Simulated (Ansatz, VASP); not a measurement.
## One calculation of GaAsSe3, two programs

```
Ga As Se
1.0
     4.97126    0.00000    0.00000
     0.00000    4.97126    0.00000
     0.00000    0.00000    4.97126
Ga As Se
1 1 3
Direct
  0.50000 0.50000 0.50000
  0.00000 0.00000 0.00000
  0.50000 0.50000 0.00000
  0.50000 0.00000 0.50000
  0.00000 0.50000 0.50000
```

Change from the starting cell: species swapped into the Nd3SnN type (Pm-3m, No. 221).

Alike in both runs: functional PBE; k mesh 3 × 3 × 3; occupations gaussian, width 0.15 eV; no spin polarisation.

Ansatz relaxed the structure, and its values are those at the end. VASP's run is a single point on that final structure, the one shown.

|  | VASP | Ansatz |
| --- | --- | --- |
| version | VASP 6.6.1 | Ansatz 0.2.0 |
| potentials or method | VASP PAW PBE potentials, release 64 (Ga_d, As, Se), cutoff 500 eV | scalar-relativistic, plane waves, PAW |
| valence electrons in the cell | 36 | 76 |

```csv
,VASP,Ansatz,Ansatz less VASP
gap on the k mesh at the Fermi level (eV),none,none,-
pressure (GPa),-0.3,-0.4,-0.07
```

A gap of «none» marks a metal or a gap that the smearing closes. The functional is the same, so the differences come from potentials, cutoffs and numerics. VASP's potentials hold 36 valence electrons a cell and Ansatz's 76, so a difference there can come from the potentials and not from the codes.

The k mesh is coarse, so the values compare programs but aren't converged.
